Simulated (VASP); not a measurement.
# B (P6/mmm) in VASP: notebook, part 2 of 2

VASP 6.6.1. The steps go on from the part before.

## (5) Single point, PBE

This run uses another cell than the first one, of 4.52 Å³/atom, 1.048 times its volume.

INCAR

```
SYSTEM = B
ALGO     = Normal         ! electronic algorithm
EDIFF    = 1E-7           ! SCF threshold, eV
ENCUT    = 520            ! plane-wave cutoff, eV
GGA      = PE             ! functional
ISIF     = 2              ! what is computed and relaxed
ISMEAR   = -1             ! smearing method
LASPH    = .TRUE.         ! aspherical terms in the spheres
LCHARG   = .TRUE.         ! write CHGCAR
LELF     = .TRUE.         ! ELF
LREAL    = .FALSE.        ! projectors in reciprocal space
LVHAR    = .TRUE.       
LWAVE    = .FALSE.        ! write WAVECAR
NBANDS   = 8              ! bands
NELM     = 60             ! most SCF steps
PREC     = Accurate       ! precision mode
SIGMA    = 0.08           ! smearing width, eV
```

KPOINTS

```
k-points
0
G
  24 24 22
  0 0 0
```

POSCAR

```
B
1.0
    1.6919146127      0.0000000000      0.0000000000
   -0.8459573064      1.4652410356      0.0000000000
    0.0000000000      0.0000000000      1.8242079506
B
1
Direct
    0.0000000000      0.0000000000      0.0000000000
```

Potentials or basis: VASP PAW PBE potentials, release 64 (B).

Started as:

```
$ cat potpaw_PBE.64/B/POTCAR > POTCAR
$ mpirun -np 1 vasp_std > vasp.out
```

OUTCAR:

```text
SYSTEM = B
   EDIFF = 1E-7
   ENCUT = 520
   GGA = PE
   ISIF = 2
   ISMEAR = -1
   LASPH = .TRUE.
   LREAL = .FALSE.
   NELM = 60
   PREC = Accurate

 ion  position               nearest neighbor table
   1  0.000  0.000  0.000-

  LATTYP: Found a hexagonal cell.
 ALAT       =     1.6919146127
 C/A-ratio  =     1.0781914979

  Lattice vectors:

 A1 = (   1.6919146127,   0.0000000000,   0.0000000000)
 A2 = (  -0.8459573064,   1.4652410356,   0.0000000000)
 A3 = (   0.0000000000,   0.0000000000,   1.8242079506)

Analysis of symmetry for initial positions (statically):
=====================================================================
 Subroutine PRICEL returns:
 Original cell was already a primitive cell.

 Routine SETGRP: Setting up the symmetry group for a
 hexagonal supercell.

 Subroutine GETGRP returns: Found 24 space group operations
 (whereof 24 operations were pure point group operations)
 out of a pool of 24 trial point group operations.

The static configuration has the point symmetry D_6h.

Analysis of symmetry for dynamics (positions and initial velocities):
=====================================================================
 Subroutine PRICEL returns:
 Original cell was already a primitive cell.

 Routine SETGRP: Setting up the symmetry group for a
 hexagonal supercell.

 Subroutine GETGRP returns: Found 24 space group operations
 (whereof 24 operations were pure point group operations)
 out of a pool of 24 trial point group operations.

The dynamic configuration has the point symmetry D_6h.

 Subroutine INISYM returns: Found 24 space group operations
 (whereof 24 operations are pure point group operations),
 and found     1 'primitive' translations

----------------------------------------------------------------------------------------

                                     Primitive cell

  volume of cell :       4.5223

[... 100 lines left out ...]
   EFERMI =   0.00;   METHOD = LEGACY
   ISMEAR =    -1;   SIGMA  =   0.08  broadening in eV -4-tet -1-fermi 0-gaus
   EFERMI_NEDOS =   21; number of points for ismear=-14 and -15
   IALGO  =     38    algorithm
   IMIX   =      4    mixing-type and parameters
     AMIX     =   0.40;   BMIX     =  1.00
     AMIX_MAG =   1.60;   BMIX_MAG =  1.00
  volume/ion in A,a.u.               =       4.52        30.52
  Fermi-wavevector in a.u.,A,eV,Ry     =   1.427780  2.698113 27.736235  2.038556
  Thomas-Fermi vector in A             =   2.547913
   LORBIT       =      0    0 simple, 1 ext, 2 COOP (PROOUT), +10 PAW based schemes
   GGA     = PE    functional components
   LHFCALC =     F    Hartree Fock is set to
   AEXX    =    0.0000 exact exchange contribution
   IVDW    =     0    specifies the selected vdW correction
   LEPSILON=     F    determine dielectric tensor
   LRPA    =     F    only Hartree local field effects (RPA)
 non-spin polarized calculation
  energy-cutoff  :      520.00
  volume of cell :        4.52
 maximum number of plane-waves:       129
 NGX is ok and might be reduce to    14
   NGX =  7   NGY =  7   NGZ =  7

 number of electron       3.0000000 magnetization

 Free energy of the ion-electron system (eV)
  ---------------------------------------------------
  ext. energy  EPLUGINS =         0.00000000
  ---------------------------------------------------
  free energy    TOTEN  =        -4.88024770 eV

  energy without entropy =       -4.87360781  energy(sigma->0) =       -4.87692776

 E-fermi :  12.5279     XC(G=0): -14.0927

 val. band max:       12.5116870195   @ k =   0.4167   0.1250   0.4091
 cond. band min:      12.5360692463   @ k =   0.4167   0.0000   0.2727
 fundamental gap:      0.0243822268
 Fermi energy:        12.5278866817

 k-point     1 :       0.0000    0.0000    0.0000
  band No.  band energies     occupation
      1      -8.4962      2.00000
      2      22.8416      0.00000
      3      35.4228      0.00000
      4      37.3354      0.00000
      5      37.3354      0.00000
      6      56.7073      0.00000
      7      56.7073      0.00000
      8      60.6395      0.00000
[... 243 lines left out ...]
 k-point    24 :       0.4583    0.0417    0.0000
  band No.  band energies     occupation
      1       1.4591      2.00000
      2       9.8335      2.00000
      3      27.1379      0.00000
      4      32.4115      0.00000
      5      42.0771      0.00000
      6      47.9853      0.00000
      7      50.4407      0.00000
      8      59.8353      0.00000

 [... further k-points ...]
[... 5 lines left out ...]
  --------------------------------------------------------------------------------------
  -------------------------------------------------------------------------------------
  Total        4.5262057      4.5262057      4.5216064     -0.0000000     -0.0000000      0.0000000
  in kB     1603.5518541   1603.5518540   1601.9224259     -0.0000001     -0.0000000      0.0000000
  external PRESSURE =    1603.0087114 kB  Pullay stress =       0.0000000 kB

 VOLUME and BASIS-vectors are now :
 -----------------------------------------------------------------------------
  energy-cutoff  :      520.00
  volume of cell :        4.52
      direct lattice vectors                 reciprocal lattice vectors
     1.691914613  0.000000000  0.000000000     0.591046376  0.341240784  0.000000000
    -0.845957306  1.465241036  0.000000000     0.000000000  0.682481568  0.000000000
     0.000000000  0.000000000  1.824207951     0.000000000  0.000000000  0.548183117

 POSITION                                       TOTAL-FORCE (eV/Angst)
 -----------------------------------------------------------------------------------
      0.00000      0.00000      0.00000        -0.000000      0.000000      0.000000
 -----------------------------------------------------------------------------------
    total drift:                                0.000000      0.000000      0.000000

  FREE ENERGIE OF THE ION-ELECTRON SYSTEM (eV)
  ---------------------------------------------------
  free  energy   TOTEN  =        -4.8802477004 eV

  energy  without entropy=       -4.8736078130  energy(sigma->0) =       -4.87692776
```

stdout:

```text
POSCAR found type information on POSCAR B
 POSCAR found :  1 types and       1 ions
 scaLAPACK will be used
 LDA part: xc-table for (Slater+PW92), standard interpolation
 POSCAR, INCAR and KPOINTS ok, starting setup
 FFT: planning ... GRIDC
 FFT: planning ... GRID_SOFT
 FFT: planning ... GRID
 WAVECAR not read
 entering main loop
```

Wall time 11 s (1 thread of Intel Xeon 6975P-C, shared host); peak memory 0.13 GiB.

What came out:

| Item | Value |
| --- | --- |
| Free energy | -4.8802 eV |
| Pressure | 160.3 GPa |

## (6) The runs side by side

| task | cell | cutoff (eV) | gap on the mesh (eV) | pressure (GPa) |
| --- | --- | --- | --- | --- |
| relaxation of cell and atoms | relaxed to 160 GPa from a = 1.743, b = 1.743, c = 1.639 Å, angles 90.0, 90.0, 120.0°, 1 atom | 600 | none | 159.9 |
| relaxation of cell and atoms | relaxed to 160 GPa from a = 1.692, b = 1.692, c = 1.824 Å, angles 90.0, 90.0, 120.0°, 1 atom | 600 | none | 160.0 |
| single point | a = 1.692, b = 1.692, c = 1.824 Å, angles 90.0, 90.0, 120.0°, 1 atom | 520 | none | 160.3 |

Alike in all rows: level PBE; potentials or basis VASP PAW PBE potentials, release 64 (B); no spin polarisation; k mesh 24 × 24 × 22; smearing fermi-dirac 0.08 eV.

Caveats: the cell is relaxed towards a set pressure, so the enthalpy falls and the energy may rise (some runs).

Total energies depend on the potentials used, so only differences within one code and one set of settings carry meaning.
